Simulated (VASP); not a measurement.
The system is Mo.

```
Mo
1.0
     2.40385    1.38786    1.89574
    -2.40385    1.38786    1.89574
     0.00000   -2.77573    1.89574
Mo
2
Direct
  0.30327 0.30327 0.30327
  0.69673 0.69673 0.69673
```

The cell was built from a structure type or drawn by symmetry, and may not be a known phase.

```yaml
Program: VASP 6.6.1
Task: relaxation of cell and atoms
Functional: PBE
Potentials_or_basis: VASP PAW PBE potentials, release 64 (Mo_sv)
Cutoff: 600 eV
k_mesh: 6 × 6 × 6
Occupations: gaussian, width 0.1 eV
Spin: no spin polarisation
```

At the start: pressure -9.9 GPa; volume 18.97 Å³/atom.

Question: Where does the relaxation end?

Answer: Over 10 steps the energy falls by 722.9 meV/atom and the volume is 15.82 Å³/atom (-16.6 %); space group R-3m (No. 166, to 0.1 Å) before, Im-3m (No. 229, to 0.1 Å).

The path:
| step | energy change (eV) | largest force (eV/Å) | pressure (GPa) | volume (Å³) |
| --- | --- | --- | --- | --- |
| 1 | 0.0000 | 3.8657 | -9.93 | 37.95 |
| 2 | -1.0999 | 1.1222 | 6.03 | 31.58 |
| 3 | -1.1122 | 1.1645 | 1.92 | 32.11 |
| 4 | -1.3786 | 0.5473 | -3.84 | 32.26 |
| 5 | -1.4247 | 0.2006 | -5.01 | 32.30 |
| 6 | -1.3982 | 0.4595 | -4.70 | 32.32 |
| 7 | -1.4338 | 0.0485 | -5.35 | 32.31 |
| 8 | -1.3128 | 0.3304 | 19.98 | 29.63 |
| 9 | -1.4458 | 0.0087 | -0.38 | 31.67 |
| 10 | -1.4458 | 0.0117 | -0.18 | 31.65 |

Final structure:
```cif
data_structure
_symmetry_space_group_name_H-M 'P 1'
_symmetry_Int_Tables_number 1
_cell_length_a 3.1631
_cell_length_b 3.1631
_cell_length_c 3.1631
_cell_angle_alpha 90.090
_cell_angle_beta 90.090
_cell_angle_gamma 90.090
_cell_volume 31.65
loop_
_atom_site_label
_atom_site_type_symbol
_atom_site_fract_x
_atom_site_fract_y
_atom_site_fract_z
_atom_site_occupancy
Mo1 Mo 0.24981 0.24981 0.24981 1
Mo2 Mo 0.75019 0.75019 0.75019 1
```

Caveat: the volume moved by over 15 % at a fixed basis, so the end points are rough.
